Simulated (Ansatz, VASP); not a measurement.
**Two plane-wave programs on NbTe**

The input INCAR:

```
PREC = Accurate
ENCUT = 500
EDIFF = 1E-6
ISMEAR = 0
SIGMA = 0.1
LREAL = F
LASPH = T
NELM = 120
ALGO = Normal
ISIF = 2
LWAVE = F
LCHARG = F
GGA = PE
NBANDS = 16
GGA_COMPAT = F
```

Contents of KPOINTS:

```
Automatic mesh
0
Gamma
  6 6 4
```

POSCAR

```
NbTe
1.0
    3.6248078318      0.0000000000      0.0000000000
   -1.8124039159      3.1391756662      0.0000000000
    0.0000000000      0.0000000000      3.6162294326
Nb Te
1 1
Direct
    0.0000000000      0.0000000000      0.5000000000
    0.6666666667      0.3333333333      0.0000000000
```

Input for Ansatz:

```yaml
crystal:
  lattice:
    - [3.6248078318, 0.0, 0.0]
    - [-1.8124039159, 3.1391756662, 0.0]
    - [0.0, 0.0, 3.6162294326]
  atoms:
    - { symbol: Nb, position: [0.0, 0.0, 0.5] }
    - { symbol: Te, position: [0.6666666667, 0.3333333333, 0.0] }
basis:
  ecutwfc: 420
kpoints:
  mp_grid: { grid: [6, 6, 4] }
hamiltonian:
  xc: pbe
scf:
  occupations: { method: gaussian, width: 0.1 }
output:
  forces: true
  stress: true
  eigenvalues: true
```

Alike in both runs: task single point; functional PBE; k mesh 6 × 6 × 4; occupations gaussian, width 0.1 eV; no spin polarisation.

|  | VASP | Ansatz |
| --- | --- | --- |
| version | VASP 6.6.1 | Ansatz 0.2.0 |
| potentials or method | VASP PAW PBE potentials, release 64 (Nb_sv, Te), cutoff 500 eV | scalar-relativistic, plane waves, PAW |
| valence electrons in the cell | 19 | 29 |

Ansatz gave:

- gap on the k mesh at the Fermi level (eV): none
- pressure (GPa): 8.3
- traceless stress, the component that is largest in VASP (GPa): 3.43

Q: Estimate VASP's values.

A: gap on the k mesh at the Fermi level (eV): none; pressure (GPa): 8.0; traceless stress, the component that is largest in VASP (GPa): 3.37.

A gap of «none» marks a metal or a gap that the smearing closes. With one functional, cell and mesh, what is left measures potentials, basis and numerics. VASP's potentials hold 19 valence electrons a cell and Ansatz's 29, so a difference there can come from the potentials and not from the codes.

The k mesh is coarse, so the values compare programs but aren't converged. Neither program's run includes spin-orbit coupling.
